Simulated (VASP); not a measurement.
# Si (Fd-3m) in VASP: settings compared

The runs below take Si through single point, with b88 exchange, pbe correlation.

Everything below comes from runs of VASP 6.6.1. Logs are shortened: lines on timing, memory, paths and dates and some standing lists are left out, and cuts for length are marked.

## Step 1: The cell of the first run

Symmetry: Fd-3m, No. 227, cubic system. Conventional cell: a = 5.480 Å, b = 5.480 Å, c = 5.480 Å, α = 90.00°, β = 90.00°, γ = 90.00°. Within 3.1 Å of Si (site symmetry -43m) lie 4 Si at 2.37 Å.

## Step 2: Single point, b88 exchange, pbe correlation

Input file INCAR:

```
SYSTEM = Si
PREC     = Accurate       ! precision mode
ENCUT    = 500            ! plane-wave cutoff, eV
EDIFF    = 1E-6           ! SCF threshold, eV
ISMEAR   = -1             ! smearing method
SIGMA    = 0.05           ! smearing width, eV
LREAL    = .False.        ! projectors in reciprocal space
LASPH    = .True.         ! aspherical terms in the spheres
NELM     = 120            ! most SCF steps
ALGO     = Normal         ! electronic algorithm
ISIF     = 2              ! what is computed and relaxed
LWAVE    = .False.        ! write WAVECAR
LCHARG   = .False.        ! write CHGCAR
GGA      = LIBXC          ! functional
LIBXC1   = GGA_X_B88    
LIBXC2   = GGA_C_PBE    
NBANDS   = 11             ! bands
GGA_COMPAT= .False.
```

Input file KPOINTS:

```
regular mesh
0
Gamma
  8 8 8
  0 0 0
```

Input file POSCAR:

```
Si
1.0
    0.0000000000      2.7398772164      2.7398772164
    2.7398772164      0.0000000000      2.7398772164
    2.7398772164      2.7398772164      0.0000000000
Si
2
Direct
    0.5000000000      0.5000000000      0.5000000000
    0.7500000000      0.7500000000      0.7500000000
```

Potentials or basis: VASP PAW PBE potentials, release 64 (Si).

On the command line:

```sh
cat potpaw_PBE.64/Si/POTCAR > POTCAR
mpirun -np 1 vasp_std > vasp.out
```

OUTCAR:

```text
SYSTEM = Si
   PREC = Accurate
   ENCUT = 500
   EDIFF = 1E-6
   ISMEAR = -1
   LREAL = .False.
   LASPH = .True.
   NELM = 120
   ISIF = 2
   GGA = LIBXC

 ion  position               nearest neighbor table
   1  0.500  0.500  0.500-   2 2.37   2 2.37   2 2.37   2 2.37
   2  0.750  0.750  0.750-   1 2.37   1 2.37   1 2.37   1 2.37

  LATTYP: Found a face centered cubic cell.
 ALAT       =     5.4797544328

  Lattice vectors:

 A1 = (   0.0000000000,   2.7398772164,   2.7398772164)
 A2 = (   2.7398772164,   0.0000000000,   2.7398772164)
 A3 = (   2.7398772164,   2.7398772164,   0.0000000000)

Analysis of symmetry for initial positions (statically):
=====================================================================
 Subroutine PRICEL returns:
 Original cell was already a primitive cell.

 Routine SETGRP: Setting up the symmetry group for a
 face centered cubic supercell.

 Subroutine GETGRP returns: Found 48 space group operations
 (whereof 24 operations were pure point group operations)
 out of a pool of 48 trial point group operations.

The static configuration has the point symmetry T_d .
 The point group associated with its full space group is O_h .

Analysis of symmetry for dynamics (positions and initial velocities):
=====================================================================
 Subroutine PRICEL returns:
 Original cell was already a primitive cell.

 Routine SETGRP: Setting up the symmetry group for a
 face centered cubic supercell.

 Subroutine GETGRP returns: Found 48 space group operations
 (whereof 24 operations were pure point group operations)
 out of a pool of 48 trial point group operations.

The dynamic configuration has the point symmetry T_d .
 The point group associated with its full space group is O_h .

 Subroutine INISYM returns: Found 48 space group operations
 (whereof 24 operations are pure point group operations),
 and found     1 'primitive' translations

----------------------------------------------------------------------------------------

                                     Primitive cell

  volume of cell :      41.1361

  direct lattice vectors                    reciprocal lattice vectors
     0.000000000  2.739877216  2.739877216    -0.182489929  0.182489929  0.182489929
     2.739877216  0.000000000  2.739877216     0.182489929 -0.182489929  0.182489929
     2.739877216  2.739877216  0.000000000     0.182489929  0.182489929 -0.182489929

  length of vectors
     3.874771519  3.874771519  3.874771519     0.316081830  0.316081830  0.316081830

  position of ions in fractional coordinates (direct lattice)
[... 83 lines left out ...]
   IBRION =     -1    ionic relax: 0-MD 1-quasi-New 2-CG
   NFREE  =      0    steps in history (QN), initial steepest desc. (CG)
   ISIF   =      2    stress and relaxation
   ISYM   =      2    0-nonsym 1-usesym 2-fastsym
   POTIM  = 0.5000    time-step for ionic-motion
   TEBEG  =    0.0;   TEEND  =   0.0 temperature during run
   PSTRESS=    0.0 pullay stress
   NELECT =       8.0000    total number of electrons
   NUPDOWN=      -1.0000    fix difference up-down
   EMIN   =  10.00;   EMAX   =-10.00  energy-range for DOS
   EFERMI =   0.00;   METHOD = LEGACY
   ISMEAR =    -1;   SIGMA  =   0.05  broadening in eV -4-tet -1-fermi 0-gaus
   EFERMI_NEDOS =   21; number of points for ismear=-14 and -15
   IALGO  =     38    algorithm
   IMIX   =      4    mixing-type and parameters
     AMIX     =   0.40;   BMIX     =  1.00
     AMIX_MAG =   1.60;   BMIX_MAG =  1.00
  volume/ion in A,a.u.               =      20.57       138.80
  Fermi-wavevector in a.u.,A,eV,Ry     =   0.948485  1.792376 12.240121  0.899623
  Thomas-Fermi vector in A             =   2.076678
   LORBIT       =      0    0 simple, 1 ext, 2 COOP (PROOUT), +10 PAW based schemes
   GGA     = LIBXC    functional components
   LHFCALC =     F    Hartree Fock is set to
   AEXX    =    0.0000 exact exchange contribution
   IVDW    =     0    specifies the selected vdW correction
   LEPSILON=     F    determine dielectric tensor
   LRPA    =     F    only Hartree local field effects (RPA)
 non-spin polarized calculation
  energy-cutoff  :      500.00
  volume of cell :       41.14
 maximum number of plane-waves:      1056
   NGX = 15   NGY = 15   NGZ = 15

 number of electron       8.0000000 magnetization

 Free energy of the ion-electron system (eV)
  ---------------------------------------------------
  ext. energy  EPLUGINS =         0.00000000
  ---------------------------------------------------
  free energy    TOTEN  =       -10.73182245 eV

  energy without entropy =      -10.73180378  energy(sigma->0) =      -10.73181311

 E-fermi :   5.8432     XC(G=0):  -9.3313

 val. band max:        5.5315338816   @ k =   0.0000   0.0000   0.0000
 cond. band min:       6.1946586615   @ k =   0.3750   0.3750   0.0000
 fundamental gap:      0.6631247799
 Fermi energy:         5.8431809894

 k-point     1 :       0.0000    0.0000    0.0000
  band No.  band energies     occupation
      1      -6.2335      2.00000
      2       5.5315      1.99608
      3       5.5315      1.99608
      4       5.5315      1.99608
      5       8.0970      0.00000
      6       8.0970      0.00000
      7       8.0970      0.00000
      8       8.6050      0.00000
      9      13.2510      0.00000
     10      13.2510      0.00000
     11      13.3665      0.00000
[... 309 lines left out ...]
 k-point    24 :      -0.3750    0.2500    0.1250
  band No.  band energies     occupation
      1      -3.4422      2.00000
      2      -1.1476      2.00000
      3       2.1660      2.00000
      4       3.4386      2.00000
      5       8.5476      0.00000
      6       8.6844      0.00000
      7      11.3651      0.00000
      8      12.5826      0.00000
      9      12.8187      0.00000
     10      16.0164      0.00000
     11      17.0452      0.00000

 [... further k-points ...]
[... 5 lines left out ...]
  --------------------------------------------------------------------------------------
  -------------------------------------------------------------------------------------
  Total       -0.1299337     -0.1299337     -0.1299337     -0.0000000      0.0000000      0.0000000
  in kB       -5.0606835     -5.0606835     -5.0606835     -0.0000000      0.0000000      0.0000000
  external PRESSURE =      -5.0606835 kB  Pullay stress =       0.0000000 kB

 VOLUME and BASIS-vectors are now :
 -----------------------------------------------------------------------------
  energy-cutoff  :      500.00
  volume of cell :       41.14
      direct lattice vectors                 reciprocal lattice vectors
     0.000000000  2.739877216  2.739877216    -0.182489929  0.182489929  0.182489929
     2.739877216  0.000000000  2.739877216     0.182489929 -0.182489929  0.182489929
     2.739877216  2.739877216  0.000000000     0.182489929  0.182489929 -0.182489929

 POSITION                                       TOTAL-FORCE (eV/Angst)
 -----------------------------------------------------------------------------------
      2.73988      2.73988      2.73988        -0.000000     -0.000000     -0.000000
      4.10982      4.10982      4.10982         0.000000      0.000000      0.000000
 -----------------------------------------------------------------------------------
    total drift:                                0.000000      0.000000     -0.000000

  FREE ENERGIE OF THE ION-ELECTRON SYSTEM (eV)
  ---------------------------------------------------
  free  energy   TOTEN  =       -10.7318224497 eV

  energy  without entropy=      -10.7318037756  energy(sigma->0) =      -10.73181311
```

OSZICAR:

```text
N       E                     dE             d eps       ncg     rms          rms(c)
DAV:   1     0.761750546186E+01    0.76175E+01   -0.32788E+03   638   0.576E+02
DAV:   2    -0.103659925181E+02   -0.17983E+02   -0.17240E+02   897   0.805E+01
DAV:   3    -0.108931281676E+02   -0.52714E+00   -0.52598E+00   822   0.126E+01
DAV:   4    -0.108970640885E+02   -0.39359E-02   -0.39352E-02   752   0.139E+00
DAV:   5    -0.108971047070E+02   -0.40619E-04   -0.40618E-04   804   0.134E-01    0.477E+00
DAV:   6    -0.107835365890E+02    0.11357E+00   -0.66513E-02   730   0.105E+00    0.290E+00
DAV:   7    -0.107305345382E+02    0.53002E-01   -0.13261E-01   713   0.158E+00    0.173E-01
DAV:   8    -0.107316645299E+02   -0.11300E-02   -0.58831E-03   710   0.407E-01    0.752E-02
DAV:   9    -0.107317923606E+02   -0.12783E-03   -0.12839E-04   816   0.731E-02    0.595E-02
DAV:  10    -0.107318232761E+02   -0.30916E-04   -0.39308E-05   723   0.346E-02    0.154E-02
DAV:  11    -0.107318224497E+02    0.82638E-06   -0.83695E-07   761   0.516E-03
   1 F= -.10731822E+02 E0= -.10731813E+02  d E =-.186741E-04
```

Wall time 17 s (1 thread of AMD EPYC 7R43 (Zen 3), shared host); peak memory 0.1 GiB.

What came out:

| Item | Value |
| --- | --- |
| Free energy | -10.7318 eV |
| Pressure | -0.5 GPa |
| Band gap on the k mesh | 0.66 eV (least direct gap 2.57 eV) |

Caveat: the PAW data sets were made with another functional, which shifts forces and pressure a little. A k mesh can miss the band edges.

## Step 3: Single point, b88 exchange, pbe correlation

This run uses another cell than the first one, of 20.97 Å³/atom.

Input file INCAR:

```
PREC     = Accurate       # precision mode
ENCUT    = 500            # plane-wave cutoff, eV
EDIFF    = 1E-6           # SCF threshold, eV
ISMEAR   = -1             # smearing method
SIGMA    = 0.05           # smearing width, eV
LREAL    = False          # projectors in reciprocal space
LASPH    = True           # aspherical terms in the spheres
NELM     = 120            # most SCF steps
ALGO     = Normal         # electronic algorithm
ISIF     = 2              # what is computed and relaxed
LWAVE    = False          # write WAVECAR
LCHARG   = False          # write CHGCAR
GGA      = LIBXC          # functional
LIBXC1   = GGA_X_B88    
LIBXC2   = GGA_C_PBE    
NBANDS   = 11             # bands
GGA_COMPAT= False
```

Input file KPOINTS:

```
Automatic mesh
0
Gamma
  8 8 8
```

Input file POSCAR:

```
Si
1.0
    0.0000000000      2.7576691254      2.7576691254
    2.7576691254      0.0000000000      2.7576691254
    2.7576691254      2.7576691254      0.0000000000
Si
2
Direct
    0.5000000000      0.5000000000      0.5000000000
    0.7500000000      0.7500000000      0.7500000000
```

Potentials or basis: VASP PAW PBE potentials, release 64 (Si).

On the command line:

```sh
cat potpaw_PBE.64/Si/POTCAR > POTCAR
mpirun -np 1 vasp_std > vasp.out
```

OUTCAR:

```text
PREC = Accurate
   ENCUT = 500
   EDIFF = 1E-6
   ISMEAR = -1
   LREAL = False
   LASPH = True
   NELM = 120
   ISIF = 2
   GGA = LIBXC

 ion  position               nearest neighbor table
   1  0.500  0.500  0.500-   2 2.39   2 2.39   2 2.39   2 2.39
   2  0.750  0.750  0.750-   1 2.39   1 2.39   1 2.39   1 2.39

  LATTYP: Found a face centered cubic cell.
 ALAT       =     5.5153382508

  Lattice vectors:

 A1 = (   0.0000000000,   2.7576691254,   2.7576691254)
 A2 = (   2.7576691254,   0.0000000000,   2.7576691254)
 A3 = (   2.7576691254,   2.7576691254,   0.0000000000)

Analysis of symmetry for initial positions (statically):
=====================================================================
 Subroutine PRICEL returns:
 Original cell was already a primitive cell.

 Routine SETGRP: Setting up the symmetry group for a
 face centered cubic supercell.

 Subroutine GETGRP returns: Found 48 space group operations
 (whereof 24 operations were pure point group operations)
 out of a pool of 48 trial point group operations.

The static configuration has the point symmetry T_d .
 The point group associated with its full space group is O_h .
[... 171 lines left out ...]
      2       5.3417      1.99711
      3       5.3417      1.99711
      4       5.3417      1.99711
      5       7.8978      0.00000
      6       7.8978      0.00000
      7       7.8978      0.00000
      8       8.1963      0.00000
      9      13.0496      0.00000
     10      13.0496      0.00000
     11      13.1017      0.00000
[... 309 lines left out ...]
 k-point    24 :      -0.3750    0.2500    0.1250
  band No.  band energies     occupation
      1      -3.5587      2.00000
      2      -1.2710      2.00000
      3       2.0303      2.00000
      4       3.2899      2.00000
      5       8.3133      0.00000
      6       8.5058      0.00000
      7      11.1130      0.00000
      8      12.3485      0.00000
      9      12.5433      0.00000
     10      15.7564      0.00000
     11      16.7211      0.00000

 [... further k-points ...]

------------------------ aborting loop because EDIFF is reached ----------------------------------------

  FORCE on cell =-STRESS in cart. coord.  units (eV):
  Direction    XX          YY          ZZ          XY          YZ          ZX
  --------------------------------------------------------------------------------------
  -------------------------------------------------------------------------------------
  Total       -0.5553245     -0.5553245     -0.5553245      0.0000000      0.0000000      0.0000000
  in kB      -21.2129428    -21.2129428    -21.2129428      0.0000000      0.0000000      0.0000000
  external PRESSURE =     -21.2129428 kB  Pullay stress =       0.0000000 kB

 VOLUME and BASIS-vectors are now :
 -----------------------------------------------------------------------------
  energy-cutoff  :      500.00
  volume of cell :       41.94
      direct lattice vectors                 reciprocal lattice vectors
     0.000000000  2.757669125  2.757669125    -0.181312542  0.181312542  0.181312542
     2.757669125  0.000000000  2.757669125     0.181312542 -0.181312542  0.181312542
     2.757669125  2.757669125  0.000000000     0.181312542  0.181312542 -0.181312542

 POSITION                                       TOTAL-FORCE (eV/Angst)
 -----------------------------------------------------------------------------------
      2.75767      2.75767      2.75767         0.000000     -0.000000      0.000000
      4.13650      4.13650      4.13650        -0.000000      0.000000     -0.000000
 -----------------------------------------------------------------------------------
    total drift:                                0.000000      0.000000     -0.000000

  FREE ENERGIE OF THE ION-ELECTRON SYSTEM (eV)
  ---------------------------------------------------
  free  energy   TOTEN  =       -10.7251582830 eV

  energy  without entropy=      -10.7251439317  energy(sigma->0) =      -10.72515111
```

It took 18 s on 1 thread of AMD EPYC 7R43 (Zen 3), shared host; peak memory 0.1 GiB.

What came out:

```yaml
Free_energy: -10.7252 eV
Pressure: -2.1 GPa
Band_gap_on_the_k_mesh: 0.69 eV (least direct gap 2.53 eV)
```

Levels at points of the mesh, in eV from the valence-band top:
```csv
k point,band 1,band 2,band 3,band 4,band 5,band 6,band 7,band 8
"(0.00, 0.00, 0.00)",-11.64,0.00,0.00,0.00,2.56,2.56,2.56,2.85
"(0.50, 0.00, 0.00)",-9.42,-6.75,-1.15,-1.15,1.38,3.37,3.37,7.66
"(0.50, 0.50, 0.00)",-7.66,-7.66,-2.72,-2.72,0.80,0.80,9.73,9.73
```

Caveat: the PAW data sets were made with another functional, which shifts forces and pressure a little. A k mesh can miss the band edges.

## Step 4: Single point, b88 exchange, pbe correlation

This run uses another cell than the first one, of 21.37 Å³/atom.

Input file INCAR:

```
  PREC = Accurate
  ENCUT = 500
  EDIFF = 1E-6
  ISMEAR = -1
  SIGMA = 0.05
  LREAL = False
  LASPH = True
  NELM = 120
  ALGO = Normal
  ISIF = 2
  LWAVE = False
  LCHARG = False
  GGA = LIBXC
  LIBXC1 = GGA_X_B88
  LIBXC2 = GGA_C_PBE
  NBANDS = 11
  GGA_COMPAT = False
```

KPOINTS is that of step 3.

Input file POSCAR:

```
Si
1.0
    0.0000000000      2.7752343705      2.7752343705
    2.7752343705      0.0000000000      2.7752343705
    2.7752343705      2.7752343705      0.0000000000
Si
2
Direct
    0.5000000000      0.5000000000      0.5000000000
    0.7500000000      0.7500000000      0.7500000000
```

On the command line:

```sh
cat potpaw_PBE.64/Si/POTCAR > POTCAR
mpirun -np 1 vasp_std > vasp.out
```

Wall time 21 s (1 thread of AMD EPYC 7R43 (Zen 3), shared host); peak memory 0.11 GiB.

The run converged. Its results:

| Property | Result |
| --- | --- |
| Free energy | -10.7108 eV |
| Pressure | -3.6 GPa |
| Band gap on the k mesh | 0.72 eV (least direct gap 2.45 eV) |

Levels at points of the mesh, in eV from the valence-band top:
| k point | band 1 | band 2 | band 3 | band 4 | band 5 | band 6 | band 7 | band 8 |
| --- | --- | --- | --- | --- | --- | --- | --- | --- |
| (0.00, 0.00, 0.00) | -11.51 | 0.00 | 0.00 | 0.00 | 2.55 | 2.55 | 2.55 | 2.64 |
| (0.50, 0.00, 0.00) | -9.34 | -6.67 | -1.14 | -1.14 | 1.31 | 3.37 | 3.37 | 7.63 |
| (0.50, 0.50, 0.00) | -7.60 | -7.60 | -2.68 | -2.68 | 0.83 | 0.83 | 9.57 | 9.57 |

Caveat: the cell stands under tension; the PAW data sets were made with another functional, which shifts forces and pressure a little.

## Step 5: The runs side by side

```tsv
cell	gap on the mesh (eV)	pressure (GPa)
a = 3.875 Å, angles 60.0°, 2 atoms	0.66	-0.5
a = 3.900 Å, angles 60.0°, 2 atoms	0.69	-2.1
a = 3.925 Å, angles 60.0°, 2 atoms	0.72	-3.6
```

Alike in all rows: task single point; level b88 exchange, pbe correlation; potentials or basis VASP PAW PBE potentials, release 64 (Si); no spin polarisation; k mesh 8 × 8 × 8; cutoff (eV) 500; smearing fermi-dirac 0.05 eV.

Caveats: the PAW data sets were made with another functional, which shifts forces and pressure a little; the cell stands under tension (at least some runs).

Total energies depend on the potentials used, so only differences within one code and one set of settings carry meaning.
